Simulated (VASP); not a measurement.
# SiNi2 (P-6m2) in VASP: further runs

The runs below take SiNi2 through single point, with PBEsol.

All numbers are computed with VASP 6.6.1; they aren't measurements. Logs are shortened: lines on timing, memory, paths and dates and some standing lists are left out, and cuts for length are marked.

**1. The cell of the first run**

Symmetry: P-6m2, No. 187, hexagonal system. The conventional cell has a = 3.868 Å, b = 3.868 Å, c = 4.917 Å, α = 90.00°, β = 90.00°, γ = 120.00°. Within 3.0 Å of Si (site symmetry -6m2) lie 11 Ni at 2.23 to 2.71 Å. Within 3.0 Å of Si (site symmetry -6m2) lie 11 Ni at 2.23 to 2.46 Å. Within 2.5 Å of Ni (site symmetry 3m) lie 4 Ni at 1.86 to 2.42 Å and 3 Si at 2.42 Å. Ni (site symmetry -6m2) has 5 Si at 2.23 to 2.46 Å and 6 Ni at 2.42 Å within 3.0 Å. Within 3.0 Å of Ni (site symmetry -6m2) lie 5 Si at 2.23 to 2.46 Å and 6 Ni at 2.71 Å.

**2. Single point, PBEsol (atoms displaced along a vibrational mode)**

INCAR reads:

```
SYSTEM = SiNi2
PREC     = Accurate       ! precision mode
ENCUT    = 520            ! plane-wave cutoff, eV
EDIFF    = 1E-7           ! SCF threshold, eV
ISMEAR   = 0              ! smearing method
SIGMA    = 0.15           ! smearing width, eV
LREAL    = .False.        ! projectors in reciprocal space
LASPH    = .True.         ! aspherical terms in the spheres
NELM     = 80             ! most SCF steps
ALGO     = Fast           ! electronic algorithm
ISIF     = 2              ! what is computed and relaxed
LWAVE    = .False.        ! write WAVECAR
LCHARG   = .False.        ! write CHGCAR
GGA      = PS             ! functional
NBANDS   = 33             ! bands
```

KPOINTS reads:

```
regular mesh
0
Gamma
  12 12 10
  0 0 0
```

POSCAR reads:

```
SiNi2
1.0
    3.8684636248      0.0000000000      0.0000000000
   -1.9342318124      3.3501877727      0.0000000000
    0.0000000000      0.0000000000      4.9169852794
Si Ni
2 4
Direct
    0.3333333333      0.6666666667      0.7500000000
    0.6666666667      0.3333333333      0.2500000000
    0.0000000000      0.0000000000      0.0610129954
    0.0000000000      0.0000000000      0.4389870046
    0.3333333333      0.6666666667      0.2500000000
    0.6666666667      0.3333333333      0.7500000000
```

Potentials or basis: VASP PAW PBE potentials, release 64 (Si, Ni).

Run with:

```bash
cat potpaw_PBE.64/Si/POTCAR potpaw_PBE.64/Ni/POTCAR > POTCAR
mpirun -np 1 vasp_std > vasp.out
```

OUTCAR:

```text
SYSTEM = SiNi2
   PREC = Accurate
   ENCUT = 520
   EDIFF = 1E-7
   ISMEAR = 0
   LREAL = .False.
   LASPH = .True.
   NELM = 80
   ISIF = 2
   GGA = PS

 ion  position               nearest neighbor table
   1  0.333  0.667  0.750-   6 2.23   6 2.23   6 2.23   5 2.46   5 2.46   3 2.71   4 2.71   4 2.71
                             3 2.71   4 2.71   3 2.71
   2  0.667  0.333  0.250-   5 2.23   5 2.23   5 2.23   3 2.42   4 2.42   3 2.42   4 2.42   3 2.42
                             4 2.42   6 2.46   6 2.46
   3  0.000  0.000  0.061-   4 1.86   2 2.42   5 2.42   2 2.42   5 2.42   2 2.42   5 2.42   1 2.71
                             6 2.71   1 2.71   6 2.71   1 2.71   6 2.71   4 3.06
   4  0.000  0.000  0.439-   3 1.86   2 2.42   5 2.42   2 2.42   5 2.42   2 2.42   5 2.42   1 2.71
                             6 2.71   1 2.71   6 2.71   1 2.71   6 2.71   3 3.06
   5  0.333  0.667  0.250-   2 2.23   2 2.23   2 2.23   4 2.42   3 2.42   4 2.42   3 2.42   4 2.42
                             3 2.42   1 2.46   1 2.46
   6  0.667  0.333  0.750-   1 2.23   1 2.23   1 2.23   2 2.46   2 2.46   3 2.71   4 2.71   3 2.71
                             4 2.71   3 2.71   4 2.71

  LATTYP: Found a hexagonal cell.
 ALAT       =     3.8684636248
 C/A-ratio  =     1.2710434313

  Lattice vectors:

 A1 = (   3.8684636248,   0.0000000000,   0.0000000000)
 A2 = (  -1.9342318124,   3.3501877727,   0.0000000000)
 A3 = (   0.0000000000,   0.0000000000,   4.9169852794)

Analysis of symmetry for initial positions (statically):
=====================================================================
 Subroutine PRICEL returns:
 Original cell was already a primitive cell.

 Routine SETGRP: Setting up the symmetry group for a
 hexagonal supercell.

 Subroutine GETGRP returns: Found 12 space group operations
 (whereof  6 operations were pure point group operations)
 out of a pool of 24 trial point group operations.

The static configuration has the point symmetry C_3v.
 The point group associated with its full space group is D_3h.

Analysis of symmetry for dynamics (positions and initial velocities):
=====================================================================
 Subroutine PRICEL returns:
 Original cell was already a primitive cell.

 Routine SETGRP: Setting up the symmetry group for a
 hexagonal supercell.

 Subroutine GETGRP returns: Found 12 space group operations
 (whereof  6 operations were pure point group operations)
 out of a pool of 24 trial point group operations.

The dynamic configuration has the point symmetry C_3v.
 The point group associated with its full space group is D_3h.

 Subroutine INISYM returns: Found 12 space group operations
 (whereof  6 operations are pure point group operations),
 and found     1 'primitive' translations

----------------------------------------------------------------------------------------

                                     Primitive cell

  volume of cell :      63.7245

  direct lattice vectors                    reciprocal lattice vectors
     3.868463625  0.000000000  0.000000000     0.258500557  0.149245366  0.000000000
    -1.934231812  3.350187773  0.000000000     0.000000000  0.298490732  0.000000000
     0.000000000  0.000000000  4.916985279     0.000000000  0.000000000  0.203376651

  length of vectors
     3.868463625  3.868463625  4.916985279     0.298490732  0.298490732  0.203376651

  position of ions in fractional coordinates (direct lattice)
     0.333333333  0.666666667  0.750000000
     0.666666667  0.333333333  0.250000000
     0.000000000  0.000000000  0.061012995
     0.000000000  0.000000000  0.438987005
     0.333333333  0.666666667  0.250000000
     0.666666667  0.333333333  0.750000000

  ion indices of the primitive-cell ions
   primitive index   ion index
                 1           1
                 2           2
                 3           3
                 4           4
                 5           5
                 6           6

----------------------------------------------------------------------------------------

 KPOINTS: regular mesh

Automatic generation of k-mesh.
 Grid dimensions read from file:
 generate k-points for:   12   12   10

 Generating k-lattice:

  Cartesian coordinates                     Fractional coordinates (reciprocal lattice)
     0.021541713  0.012437114  0.000000000     0.083333333  0.000000000  0.000000000
     0.000000000  0.024874228  0.000000000     0.000000000  0.083333333  0.000000000
     0.000000000  0.000000000  0.020337665     0.000000000  0.000000000  0.100000000

  Length of vectors
     0.024874228  0.024874228  0.020337665

  Shift w.r.t. Gamma in fractional coordinates (k-lattice)
     0.000000000  0.000000000  0.000000000

 Subroutine IBZKPT returns following result:
 ===========================================

 Found    114 irreducible k-points:

 Following reciprocal coordinates:
            Coordinates               Weight
  0.000000  0.000000  0.000000      1.000000
  0.083333  0.000000  0.000000      6.000000
  0.166667  0.000000  0.000000      6.000000
  0.250000  0.000000  0.000000      6.000000
  0.333333  0.000000  0.000000      6.000000
  0.416667  0.000000  0.000000      6.000000
[... 16 lines left out ...]
  0.250000  0.000000  0.100000     12.000000
  0.333333  0.000000  0.100000     12.000000
 [... further k-points ...]
   k-points           NKPTS =    114   k-points in BZ     NKDIM =    114   number of bands    NBANDS=     33
   number of dos      NEDOS =    301   number of ions     NIONS =      6
   total plane-waves  NPLWV =  36000
   dimension x,y,z NGX =    30 NGY =   30 NGZ =   40
   dimension x,y,z NGXF=    60 NGYF=   60 NGZF=   80
   ions per type =               2   4
   NGX,Y,Z   is equivalent  to a cutoff of  12.89, 12.89, 13.52 a.u.
   NGXF,Y,Z  is equivalent  to a cutoff of  25.78, 25.78, 27.05 a.u.
 SYSTEM =  SiNi2
   PREC   = accura    normal or accurate (medium, high low for compatibility)
   ISTART =      0    job   : 0-new  1-cont  2-samecut
   ICHARG =      2    charge: 1-file 2-atom 10-const
   ISPIN  =      1    spin polarized calculation?
   LNONCOLLINEAR =      F non collinear calculations
   LSORBIT =      F    spin-orbit coupling
   LASPH  =      T    aspherical Exc in radial PAW
   ENCUT  =  520.0 eV  38.22 Ry    6.18 a.u.   7.19  7.19  9.14*2*pi/ulx,y,z
   NELM   =     80;   NELMIN=  2; NELMDL= -5     # of ELM steps
   EDIFF  = 0.1E-06   stopping-criterion for ELM
   LREAL  =      F    real-space projection
   EDIFFG = 0.1E-05   stopping-criterion for IOM
   NSW    =      0    number of steps for IOM
   IBRION =     -1    ionic relax: 0-MD 1-quasi-New 2-CG
   NFREE  =      0    steps in history (QN), initial steepest desc. (CG)
   ISIF   =      2    stress and relaxation
   ISYM   =      2    0-nonsym 1-usesym 2-fastsym
   POTIM  = 0.5000    time-step for ionic-motion
   TEBEG  =    0.0;   TEEND  =   0.0 temperature during run
   PSTRESS=    0.0 pullay stress
   NELECT =      48.0000    total number of electrons
   NUPDOWN=      -1.0000    fix difference up-down
   EMIN   =  10.00;   EMAX   =-10.00  energy-range for DOS
   EFERMI =   0.00;   METHOD = LEGACY
   ISMEAR =     0;   SIGMA  =   0.15  broadening in eV -4-tet -1-fermi 0-gaus
   EFERMI_NEDOS =   21; number of points for ismear=-14 and -15
   IALGO  =     68    algorithm
   IMIX   =      4    mixing-type and parameters
     AMIX     =   0.40;   BMIX     =  1.00
     AMIX_MAG =   1.60;   BMIX_MAG =  1.00
  volume/ion in A,a.u.               =      10.62        71.67
  Fermi-wavevector in a.u.,A,eV,Ry     =   1.489543  2.814828 30.187769  2.218738
  Thomas-Fermi vector in A             =   2.602438
   LORBIT       =      0    0 simple, 1 ext, 2 COOP (PROOUT), +10 PAW based schemes
   GGA     = PS    functional components
   LHFCALC =     F    Hartree Fock is set to
   AEXX    =    0.0000 exact exchange contribution
   IVDW    =     0    specifies the selected vdW correction
   LEPSILON=     F    determine dielectric tensor
   LRPA    =     F    only Hartree local field effects (RPA)
 non-spin polarized calculation
 RMM-DIIS sequential band-by-band and
 Gauss-broadening in eV      SIGMA  =   0.15
  energy-cutoff  :      520.00
  volume of cell :       63.72
 maximum number of plane-waves:      1737
 NGX is ok and might be reduce to    30
   NGX = 15   NGY = 15   NGZ = 19

 number of electron      47.9999980 magnetization

 Free energy of the ion-electron system (eV)
  ---------------------------------------------------
  ext. energy  EPLUGINS =         0.00000000
  ---------------------------------------------------
  free energy    TOTEN  =       -37.00676935 eV

  energy without entropy =      -36.96307458  energy(sigma->0) =      -36.98492197

 E-fermi :  11.5253     XC(G=0): -13.1691

 val. band max:       11.5227122628   @ k =   0.0833   0.0833   0.0000
 cond. band min:      11.5258746417   @ k =   0.1667   0.0000   0.0000
 fundamental gap:      0.0031623789
 Fermi energy:        11.5252957475

 k-point     1 :       0.0000    0.0000    0.0000
  band No.  band energies     occupation
      1      -1.4090      2.00000
      2       3.1261      2.00000
      3       4.9212      2.00000
      4       5.7603      2.00000
      5       5.7603      2.00000
      6       6.9626      2.00000
[... 25 lines left out ...]
     32      17.1028      0.00000
     33      20.1958      0.00000

 k-point     2 :       0.0833    0.0000    0.0000
  band No.  band energies     occupation
      1      -1.3180      2.00000
      2       3.1360      2.00000
      3       4.9808      2.00000
      4       5.7740      2.00000
      5       5.8030      2.00000
      6       6.8534      2.00000
[... 25 lines left out ...]
     32      17.6240      0.00000
     33      19.4092      0.00000
[... 754 lines left out ...]
     32      18.1340      0.00000
     33      19.2396      0.00000

 k-point    24 :       0.3333    0.0000    0.1000
  band No.  band energies     occupation
      1       0.0305      2.00000
      2       2.8658      2.00000
      3       4.7356      2.00000
      4       5.7247      2.00000
      5       6.3383      2.00000
      6       6.5241      2.00000
[... 25 lines left out ...]
     32      18.5708      0.00000
     33      19.8224      0.00000

 [... further k-points ...]

------------------------ aborting loop because EDIFF is reached ----------------------------------------

  FORCE on cell =-STRESS in cart. coord.  units (eV):
  Direction    XX          YY          ZZ          XY          YZ          ZX
  --------------------------------------------------------------------------------------
  -------------------------------------------------------------------------------------
  Total        3.6212932      3.6212932     14.9495248      0.0000000      0.0000000     -0.0000000
  in kB       91.0474315     91.0474315    375.8645750      0.0000000      0.0000000     -0.0000000
  external PRESSURE =     185.9864793 kB  Pullay stress =       0.0000000 kB

 VOLUME and BASIS-vectors are now :
 -----------------------------------------------------------------------------
  energy-cutoff  :      520.00
  volume of cell :       63.72
      direct lattice vectors                 reciprocal lattice vectors
     3.868463625  0.000000000  0.000000000     0.258500557  0.149245366  0.000000000
    -1.934231812  3.350187773  0.000000000     0.000000000  0.298490732  0.000000000
     0.000000000  0.000000000  4.916985279     0.000000000  0.000000000  0.203376651

 POSITION                                       TOTAL-FORCE (eV/Angst)
 -----------------------------------------------------------------------------------
     -0.00000      2.23346      3.68774         0.000000     -0.000000     -0.000000
      1.93423      1.11673      1.22925        -0.000000      0.000000     -0.000000
      0.00000      0.00000      0.30000         0.000000     -0.000000    -11.202263
      0.00000      0.00000      2.15849         0.000000     -0.000000     11.202263
     -0.00000      2.23346      1.22925         0.000000      0.000000     -0.000000
      1.93423      1.11673      3.68774         0.000000      0.000000     -0.000000
 -----------------------------------------------------------------------------------
    total drift:                               -0.000001      0.000000     -0.000000

  FREE ENERGIE OF THE ION-ELECTRON SYSTEM (eV)
  ---------------------------------------------------
  free  energy   TOTEN  =       -37.0067693535 eV

  energy  without entropy=      -36.9630745778  energy(sigma->0) =      -36.98492197
```

Run time: 3.7 min. Hardware: 1 thread of Intel Xeon Platinum 8488C (Sapphire Rapids), shared host; peak memory 0.31 GiB.

What came out:

- Free energy: -37.0068 eV
- Pressure: 18.6 GPa
- Largest force: 11.202 eV/Å
- Band gap on the k mesh: zero (bands 24 and 25 overlap by 3.17 eV)

Forces on the atoms (eV/Å):
```
Si    0.000   0.000   0.000
Si    0.000   0.000   0.000
Ni    0.000   0.000 -11.202
Ni    0.000   0.000  11.202
Ni    0.000   0.000   0.000
Ni    0.000   0.000   0.000
```

Stress tensor (GPa, compression positive):
```
 9.10  0.00  0.00
 0.00  9.10  0.00
 0.00  0.00 37.59
```

Caveat: the cell differs from its parent crystal (atoms displaced along a vibrational mode); the cell stands under pressure; the PAW data sets were made with another functional, which shifts forces and pressure a little. Spin polarisation is off, so any magnetic state and its effect on volume and gap are missing.

(Continued in part 2 of 2.)
